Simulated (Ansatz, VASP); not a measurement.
**One calculation of Tl3O2, two programs**

```
CELL_PARAMETERS angstrom
3.27173 1.88893 6.87923
-3.27173 1.88893 6.87923
0.00000 -3.77787 6.87923
ATOMIC_POSITIONS crystal
Tl 0.05096 0.44904 0.75000
Tl 0.75000 0.05096 0.44904
Tl 0.44904 0.75000 0.05096
Tl 0.94904 0.55096 0.25000
Tl 0.25000 0.94904 0.55096
Tl 0.55096 0.25000 0.94904
O 0.90132 0.90132 0.90132
O 0.59868 0.59868 0.59868
O 0.09868 0.09868 0.09868
O 0.40132 0.40132 0.40132
```

Alike in both runs: functional PBE; k mesh 6 × 6 × 6; occupations gaussian, width 0.1 eV; no spin polarisation.

Ansatz relaxed the structure, and its values are those at the end. VASP's run is a single point on that final structure, the one shown.

|  | VASP | Ansatz |
| --- | --- | --- |
| version | VASP 6.6.1 | Ansatz 0.2.0 |
| potentials or method | VASP PAW PBE potentials, release 64 (Tl_d, O), cutoff 520 eV | scalar-relativistic, plane waves, PAW |
| valence electrons in the cell | 102 | 102 |

|  | VASP | Ansatz | Ansatz less VASP |
| --- | --- | --- | --- |
| gap on the k mesh at the Fermi level (eV) | none | none | - |
| pressure (GPa) | 0.0 | 0.0 | 0.00 |
| rms of the force components (eV/Å) | 0.008 | 0.001 | -0.0072 |

A gap of «none» marks a metal or a gap that the smearing closes. The functional is the same, so the differences come from potentials, cutoffs and numerics.

Spin-orbit coupling is off throughout.
